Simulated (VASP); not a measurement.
Set up this calculation in VASP 6.6.1, as the native input.

| Item | Value |
| --- | --- |
| Task | single point |
| Functional | PBEsol |
| Potentials or basis | VASP PAW PBE potentials, release 64 (Ru_pv) |
| Cutoff | 520 eV |
| k mesh | 9 × 9 × 5 |
| Occupations | fermi-dirac, width 0.05 eV |
| Spin | no spin polarisation |
| Hubbard terms | Ru d U = 6.0 eV |
| Dipole correction | no |
| Further INCAR settings | ALGO = Normal; EDIFF = 1e-06; NBANDS = 21 |

The structure of Ru lies in POSCAR:

```
Ru
1.0
    2.6794714315      0.0000010283      0.0000005665
   -1.3397348252      2.3204891443     -0.0000003430
    0.0000008965     -0.0000001092      4.2291582365
Ru
2
Direct
    0.3412217911      0.6838071891      0.2555673454
    0.6745557489      0.3504738509      0.7555686546
```

These files were run (other wordings do the same):

INCAR

```
ALGO     = Normal         # electronic algorithm
EDIFF    = 1E-6           # SCF threshold, eV
ENCUT    = 520            # plane-wave cutoff, eV
GGA      = PS             # functional
ISIF     = 2              # what is computed and relaxed
ISMEAR   = -1             # smearing method
LASPH    = T              # aspherical terms in the spheres
LCHARG   = F              # write CHGCAR
LDAU     = T              # DFT+U
LDAUJ    = 0            
LDAUL    = 2              # shell
LDAUPRINT= 1            
LDAUTYPE = 2            
LDAUU    = 6              # U, eV
LMAXMIX  = 4              # l up to which the mixer works
LREAL    = F              # projectors in reciprocal space
LWAVE    = F              # write WAVECAR
NBANDS   = 21             # bands
NELM     = 150            # most SCF steps
PREC     = Accurate       # precision mode
SIGMA    = 0.05           # smearing width, eV
```

KPOINTS

```
k-points
0
Gamma
  9 9 5
```

Potentials or basis: VASP PAW PBE potentials, release 64 (Ru_pv).

Run with:

```bash
$ cat potpaw_PBE.64/Ru_pv/POTCAR > POTCAR
$ mpirun -np 1 vasp_std > vasp.out
```

It gave:

```yaml
Pressure: -6.0 GPa
Band_gap_on_the_k_mesh: zero (band 14 reaches 14.35 eV, above the bottom of band 15 at 11.12 eV)
```

Caveat: the PAW data sets were made with another functional, which shifts forces and pressure a little; U without spin polarisation on a metal has little footing; the U is typed as a test and isn't derived for this compound.

It took 8.5 s on 1 thread of Intel(R) Xeon(R) 6975P-C (Granite Rapids) (shared host), peak memory 0.14 GiB.
